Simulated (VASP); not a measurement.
# CuPbF (P4/nmm) in VASP: single point with r2SCAN

Aim: the single point of CuPbF with r2SCAN.

Everything below comes from runs of VASP 6.6.1. Logs are shortened: lines on timing, memory, paths and dates and some standing lists are left out, and cuts for length are marked.

## (1) The cell of the first run

The structure is tetragonal, space group P4/nmm (No. 129). The conventional cell has a = 3.622 Å, b = 3.622 Å, c = 7.961 Å, α = 90.00°, β = 90.00°, γ = 90.00°. Within 3.3 Å of Pb (site symmetry 4mm) lie 4 F at 2.49 Å and 5 Cu at 2.74 to 3.14 Å. F (site symmetry -4m2) has 4 Pb at 2.49 Å and 4 F at 2.56 Å within 3.3 Å. Within 3.7 Å of Cu (site symmetry 4mm) lie 8 Cu at 2.72 to 3.62 Å and 5 Pb at 2.74 to 3.14 Å.

## (2) Single point, r2SCAN

Contents of POSCAR:

```
CuPbF
1.0
    3.6223915171      0.0000000000      0.0000000000
    0.0000000000      3.6223915171      0.0000000000
    0.0000000000      0.0000000000      7.9609193061
Pb F Cu
2 2 2
Direct
    0.0000000000      0.5000000000      0.2138985435
    0.5000000000      0.0000000000      0.7861014565
    0.0000000000      0.0000000000      0.0000000000
    0.5000000000      0.5000000000      0.0000000000
    0.0000000000      0.5000000000      0.5582710808
    0.5000000000      0.0000000000      0.4417289192
```

Contents of INCAR.step1:

```
SYSTEM = CuPbF
PREC = Accurate
ENCUT = 520
ISMEAR = -1
SIGMA = 0.0116
LREAL = .FALSE.
LASPH = .TRUE.
NELM = 80
NBANDS = 41
GGA = PE
ALGO = Normal
EDIFF = 1E-4
LWAVE = .TRUE.
LCHARG = .FALSE.
```

Contents of INCAR.step2:

```
SYSTEM = CuPbF
PREC = Accurate
ENCUT = 520
EDIFF = 1E-7
ISMEAR = -1
SIGMA = 0.0116
LREAL = .FALSE.
LASPH = .TRUE.
NELM = 80
ALGO = Normal
ISIF = 2
LWAVE = .FALSE.
LCHARG = .FALSE.
METAGGA = R2SCAN
LMIXTAU = .TRUE.
NBANDS = 41
ISTART = 1
```

Contents of KPOINTS:

```
Automatic mesh
0
G
  8 8 4
  0 0 0
```

Potentials or basis: VASP PAW PBE potentials, release 64 (Pb_d, F, Cu).

Started as:

```console
$ cat potpaw_PBE.64/Pb_d/POTCAR potpaw_PBE.64/F/POTCAR potpaw_PBE.64/Cu/POTCAR > POTCAR
$ cp INCAR.step1 INCAR
$ mpirun -np 1 vasp_std > vasp.out
$ cp INCAR.step2 INCAR
$ mpirun -np 1 vasp_std > vasp.out
```

OUTCAR:

```text
SYSTEM = CuPbF
   PREC = Accurate
   ENCUT = 520
   EDIFF = 1E-7
   ISMEAR = -1
   LREAL = .FALSE.
   LASPH = .TRUE.
   NELM = 80
   ISIF = 2
   METAGGA = R2SCAN
   ISTART = 1

 ion  position               nearest neighbor table
   1  0.000  0.500  0.214-   3 2.49   4 2.49   3 2.49   4 2.49   5 2.74   6 3.14   6 3.14   6 3.14
                             6 3.14
   2  0.500  0.000  0.786-   3 2.49   4 2.49   4 2.49   3 2.49   6 2.74   5 3.14   5 3.14   5 3.14
                             5 3.14
   3  0.000  0.000  0.000-   1 2.49   2 2.49   1 2.49   2 2.49
   4  0.500  0.500  0.000-   1 2.49   2 2.49   2 2.49   1 2.49
   5  0.000  0.500  0.558-   6 2.72   6 2.72   6 2.72   6 2.72   1 2.74   2 3.14   2 3.14   2 3.14
                             2 3.14
   6  0.500  0.000  0.442-   5 2.72   5 2.72   5 2.72   5 2.72   2 2.74   1 3.14   1 3.14   1 3.14
                             1 3.14

  LATTYP: Found a simple tetragonal cell.
 ALAT       =     3.6223915171
 C/A-ratio  =     2.1976970928

  Lattice vectors:

 A1 = (   3.6223915171,   0.0000000000,   0.0000000000)
 A2 = (   0.0000000000,   3.6223915171,   0.0000000000)
 A3 = (   0.0000000000,   0.0000000000,   7.9609193061)

Analysis of symmetry for initial positions (statically):
=====================================================================
 Subroutine PRICEL returns:
 Original cell was already a primitive cell.

 Routine SETGRP: Setting up the symmetry group for a
 simple tetragonal supercell.

 Subroutine GETGRP returns: Found 16 space group operations
 (whereof  8 operations were pure point group operations)
 out of a pool of 16 trial point group operations.

The static configuration has the point symmetry D_2d.
 The point group associated with its full space group is D_4h.

Analysis of symmetry for dynamics (positions and initial velocities):
=====================================================================
 Subroutine PRICEL returns:
 Original cell was already a primitive cell.

 Routine SETGRP: Setting up the symmetry group for a
 simple tetragonal supercell.

 Subroutine GETGRP returns: Found 16 space group operations
 (whereof  8 operations were pure point group operations)
 out of a pool of 16 trial point group operations.

The dynamic configuration has the point symmetry D_2d.
 The point group associated with its full space group is D_4h.

 Subroutine INISYM returns: Found 16 space group operations
 (whereof  8 operations are pure point group operations),
 and found     1 'primitive' translations

----------------------------------------------------------------------------------------

                                     Primitive cell

  volume of cell :     104.4610

  direct lattice vectors                    reciprocal lattice vectors
     3.622391517  0.000000000  0.000000000     0.276060717  0.000000000  0.000000000
     0.000000000  3.622391517  0.000000000     0.000000000  0.276060717  0.000000000
     0.000000000  0.000000000  7.960919306     0.000000000  0.000000000  0.125613633

  length of vectors
     3.622391517  3.622391517  7.960919306     0.276060717  0.276060717  0.125613633

  position of ions in fractional coordinates (direct lattice)
     0.000000000  0.500000000  0.213898544
     0.500000000  0.000000000  0.786101456
     0.000000000  0.000000000  0.000000000
     0.500000000  0.500000000  0.000000000
     0.000000000  0.500000000  0.558271081
     0.500000000  0.000000000  0.441728919

  ion indices of the primitive-cell ions
   primitive index   ion index
                 1           1
                 2           2
                 3           3
                 4           4
                 5           5
                 6           6

----------------------------------------------------------------------------------------

 KPOINTS: Automatic mesh

Automatic generation of k-mesh.
 Grid dimensions read from file:
 generate k-points for:    8    8    4

 Generating k-lattice:

  Cartesian coordinates                     Fractional coordinates (reciprocal lattice)
     0.034507590  0.000000000  0.000000000     0.125000000  0.000000000  0.000000000
     0.000000000  0.034507590  0.000000000     0.000000000  0.125000000  0.000000000
     0.000000000  0.000000000  0.031403408     0.000000000  0.000000000  0.250000000

  Length of vectors
     0.034507590  0.034507590  0.031403408

  Shift w.r.t. Gamma in fractional coordinates (k-lattice)
     0.000000000  0.000000000  0.000000000

 Subroutine IBZKPT returns following result:
 ===========================================

 Found     45 irreducible k-points:

 Following reciprocal coordinates:
            Coordinates               Weight
  0.000000  0.000000  0.000000      1.000000
  0.125000  0.000000  0.000000      4.000000
  0.250000  0.000000  0.000000      4.000000
  0.375000  0.000000  0.000000      4.000000
  0.500000  0.000000  0.000000      2.000000
  0.125000  0.125000  0.000000      4.000000
[... 16 lines left out ...]
  0.375000  0.125000  0.250000     16.000000
  0.500000  0.125000  0.250000      8.000000
 [... further k-points ...]
   k-points           NKPTS =     45   k-points in BZ     NKDIM =     45   number of bands    NBANDS=     41
   number of dos      NEDOS =    301   number of ions     NIONS =      6
   total plane-waves  NPLWV =  47040
   dimension x,y,z NGX =    28 NGY =   28 NGZ =   60
   dimension x,y,z NGXF=    56 NGYF=   56 NGZF=  120
   ions per type =               2   2   2
   NGX,Y,Z   is equivalent  to a cutoff of  12.85, 12.85, 12.53 a.u.
   NGXF,Y,Z  is equivalent  to a cutoff of  25.70, 25.70, 25.06 a.u.
 SYSTEM =  CuPbF
   PREC   = accura    normal or accurate (medium, high low for compatibility)
   ISTART =      1    job   : 0-new  1-cont  2-samecut
   ICHARG =      0    charge: 1-file 2-atom 10-const
   ISPIN  =      1    spin polarized calculation?
   LNONCOLLINEAR =      F non collinear calculations
   LSORBIT =      F    spin-orbit coupling
   LASPH  =      T    aspherical Exc in radial PAW
   ENCUT  =  520.0 eV  38.22 Ry    6.18 a.u.   6.74  6.74 14.80*2*pi/ulx,y,z
   NELM   =     80;   NELMIN=  2; NELMDL=  0     # of ELM steps
   EDIFF  = 0.1E-06   stopping-criterion for ELM
   LREAL  =      F    real-space projection
   EDIFFG = 0.1E-05   stopping-criterion for IOM
   NSW    =      0    number of steps for IOM
   IBRION =     -1    ionic relax: 0-MD 1-quasi-New 2-CG
   NFREE  =      0    steps in history (QN), initial steepest desc. (CG)
   ISIF   =      2    stress and relaxation
   ISYM   =      2    0-nonsym 1-usesym 2-fastsym
   POTIM  = 0.5000    time-step for ionic-motion
   TEBEG  =    0.0;   TEEND  =   0.0 temperature during run
   PSTRESS=    0.0 pullay stress
   NELECT =      64.0000    total number of electrons
   NUPDOWN=      -1.0000    fix difference up-down
   EMIN   =  10.00;   EMAX   =-10.00  energy-range for DOS
   EFERMI =   0.00;   METHOD = LEGACY
   ISMEAR =    -1;   SIGMA  =   0.01  broadening in eV -4-tet -1-fermi 0-gaus
   EFERMI_NEDOS =   21; number of points for ismear=-14 and -15
   IALGO  =     38    algorithm
   IMIX   =      4    mixing-type and parameters
     AMIX     =   0.40;   BMIX     =  1.00
     AMIX_MAG =   1.60;   BMIX_MAG =  1.00
  volume/ion in A,a.u.               =      17.41       117.49
  Fermi-wavevector in a.u.,A,eV,Ry     =   1.390433  2.627538 26.304208  1.933305
  Thomas-Fermi vector in A             =   2.514369
   LORBIT       =      0    0 simple, 1 ext, 2 COOP (PROOUT), +10 PAW based schemes
   METAGGA = R2SCAN    functional components
   LHFCALC =     F    Hartree Fock is set to
   AEXX    =    0.0000 exact exchange contribution
   IVDW    =     0    specifies the selected vdW correction
   LEPSILON=     F    determine dielectric tensor
   LRPA    =     F    only Hartree local field effects (RPA)
 non-spin polarized calculation
  energy-cutoff  :      520.00
  volume of cell :      104.46
 maximum number of plane-waves:      2856
 NGX is ok and might be reduce to    28
   NGX = 13   NGY = 13   NGZ = 29

 number of electron      64.0000002 magnetization

 Free energy of the ion-electron system (eV)
  ---------------------------------------------------
  ext. energy  EPLUGINS =         0.00000000
  ---------------------------------------------------
  free energy    TOTEN  =      -145.17210665 eV

  energy without entropy =     -145.17136466  energy(sigma->0) =     -145.17173565

 E-fermi :   6.3582     XC(G=0): -11.3336

 val. band max:        6.3503608021   @ k =   0.2500   0.2500   0.0000
 cond. band min:       6.3625673880   @ k =   0.5000   0.0000   0.0000
 fundamental gap:      0.0122065860
 Fermi energy:         6.3582352320

 k-point     1 :       0.0000    0.0000    0.0000
  band No.  band energies     occupation
      1     -19.5959      2.00000
      2     -18.6024      2.00000
      3     -11.8529      2.00000
      4     -11.7331      2.00000
      5     -11.7233      2.00000
      6     -11.7223      2.00000
[... 33 lines left out ...]
     40      14.1561      0.00000
     41      14.8010      0.00000

 k-point     2 :       0.1250    0.0000    0.0000
  band No.  band energies     occupation
      1     -19.5580      2.00000
      2     -18.6406      2.00000
      3     -11.8327      2.00000
      4     -11.7436      2.00000
      5     -11.7137      2.00000
      6     -11.7111      2.00000
[... 33 lines left out ...]
     40      13.5150      0.00000
     41      14.8838      0.00000

 k-point     3 :       0.2500    0.0000    0.0000
  band No.  band energies     occupation
      1     -19.4508      2.00000
      2     -18.7487      2.00000
      3     -11.7974      2.00000
      4     -11.7637      2.00000
      5     -11.6807      2.00000
      6     -11.6736      2.00000
[... 33 lines left out ...]
     40      14.4156      0.00000
     41      15.0233      0.00000

 k-point     4 :       0.3750    0.0000    0.0000
  band No.  band energies     occupation
      1     -19.2902      2.00000
      2     -18.9103      2.00000
      3     -11.7795      2.00000
      4     -11.7726      2.00000
      5     -11.6638      2.00000
      6     -11.6636      2.00000
[... 825 lines left out ...]
     40      14.7826      0.00000
     41      15.2182      0.00000

 k-point    23 :       0.3750    0.1250    0.2500
  band No.  band energies     occupation
      1     -19.2721      2.00000
      2     -18.9207      2.00000
      3     -11.7515      2.00000
      4     -11.7497      2.00000
      5     -11.6752      2.00000
      6     -11.6750      2.00000
[... 33 lines left out ...]
     40      13.3739      0.00000
     41      15.7010      0.00000

 k-point    24 :       0.5000    0.1250    0.2500
  band No.  band energies     occupation
      1     -19.0959      2.00000
      2     -19.0959      2.00000
      3     -11.7493      2.00000
      4     -11.7493      2.00000
      5     -11.6836      2.00000
      6     -11.6836      2.00000
[... 33 lines left out ...]
     40      12.8550      0.00000
     41      15.9426      0.00000

 [... further k-points ...]
[... 5 lines left out ...]
  --------------------------------------------------------------------------------------
  -------------------------------------------------------------------------------------
  Total        0.0448950      0.0448950      0.1643058      0.0000000      0.0000000      0.0000000
  in kB        0.6885795      0.6885795      2.5200521      0.0000000      0.0000000      0.0000000
  external PRESSURE =       1.2990704 kB  Pullay stress =       0.0000000 kB

 VOLUME and BASIS-vectors are now :
 -----------------------------------------------------------------------------
  energy-cutoff  :      520.00
  volume of cell :      104.46
      direct lattice vectors                 reciprocal lattice vectors
     3.622391517  0.000000000  0.000000000     0.276060717  0.000000000  0.000000000
     0.000000000  3.622391517  0.000000000     0.000000000  0.276060717  0.000000000
     0.000000000  0.000000000  7.960919306     0.000000000  0.000000000  0.125613633

 POSITION                                       TOTAL-FORCE (eV/Angst)
 -----------------------------------------------------------------------------------
      0.00000      1.81120      1.70283        -0.000000     -0.000000      0.029867
      1.81120      0.00000      6.25809         0.000000     -0.000000     -0.029867
      0.00000      0.00000      0.00000        -0.000000     -0.000000     -0.000000
      1.81120      1.81120      0.00000        -0.000000      0.000000     -0.000000
      0.00000      1.81120      4.44435         0.000000      0.000000      0.014356
      1.81120      0.00000      3.51657        -0.000000     -0.000000     -0.014356
 -----------------------------------------------------------------------------------
    total drift:                                0.000000      0.000000      0.000000

  FREE ENERGIE OF THE ION-ELECTRON SYSTEM (eV)
  ---------------------------------------------------
  free  energy   TOTEN  =      -145.1721066517 eV

  energy  without entropy=     -145.1713646565  energy(sigma->0) =     -145.17173565
```

Wall time 11 min (1 thread of AMD EPYC 7R43 (Zen 3), shared host); peak memory 0.3 GiB.

What came out:

- Free energy: -145.1721 eV
- Pressure: 0.1 GPa
- Largest force: 0.030 eV/Å
- Band gap on the k mesh: zero (bands 32 and 33 overlap by 2.40 eV)

Forces on the atoms (eV/Å):
```
Pb   0.000  0.000  0.030
Pb   0.000  0.000 -0.030
F    0.000  0.000  0.000
F    0.000  0.000  0.000
Cu   0.000  0.000  0.014
Cu   0.000  0.000 -0.014
```

Levels at points of the mesh, in eV from the Fermi level:
```
           k point  band 29  band 30  band 31  band 32  band 33  band 34  band 35  band 36
(0.00, 0.00, 0.00)    -2.52    -2.43    -2.12     1.90     2.85     2.85     4.12     4.12
(0.50, 0.00, 0.00)    -2.45    -2.45    -1.87    -1.87     0.00     0.00     5.53     5.53
(0.50, 0.50, 0.00)    -2.60    -2.60    -2.16    -2.16     0.65     0.65     1.37     1.37
(0.00, 0.00, 0.50)    -2.43    -2.12    -1.55     0.59     2.48     2.48     4.80     4.80
(0.50, 0.00, 0.50)    -2.45    -2.45    -2.06    -2.06     0.53     0.53     5.14     5.14
(0.50, 0.50, 0.50)    -2.59    -2.59    -1.42    -1.42     0.23     0.23     0.81     0.81
```

Caveat: the PAW data sets were made with another functional, which shifts forces and pressure a little; spin-orbit coupling is left out, which moves the levels of the heavy elements. With open d or f shells a metallic result of r2SCAN can be an artefact of self-interaction; +U or a hybrid may open a gap.
